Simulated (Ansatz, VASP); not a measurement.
# Two plane-wave programs on CdS

```
Cd S
1.0
     0.00000    2.67720    3.02640
     2.67720    0.00000    3.02640
     2.67720    2.67720    0.00000
Cd S
1 1
Direct
  0.00000 0.00000 0.00000
  0.75000 0.75000 0.75000
```

Change from the starting cell: strain -0.080 along x and y, +0.040 along z, atoms carried along.

Alike in both runs: task single point; functional r2SCAN; k mesh 8 × 8 × 8; occupations gaussian, width 0.05 eV; no spin polarisation.

|  | VASP | Ansatz |
| --- | --- | --- |
| version | VASP 6.6.1 | Ansatz 0.2.0 |
| potentials or method | VASP PAW PBE potentials, release 64 (Cd, S), cutoff 520 eV | scalar-relativistic, plane waves, PAW |
| valence electrons in the cell | 18 | 26 |

Ansatz gave:

| Quantity | Value |
| --- | --- |
| gap on the k mesh at the Fermi level (eV) | 1.70 |
| least direct gap on the mesh (eV) | 1.70 |
| pressure (GPa) | 12.8 |
| traceless stress, the component that is largest in VASP (GPa) | -0.90 |

Q: Which values does VASP return?

A: gap on the k mesh at the Fermi level (eV): 1.71; least direct gap on the mesh (eV): 1.71; pressure (GPa): 13.4; traceless stress, the component that is largest in VASP (GPa): -0.85.

VASP's potentials were made for PBE, not for r2SCAN. VASP's potentials hold 18 valence electrons a cell and Ansatz's 26, so a difference there can come from the potentials and not from the codes.
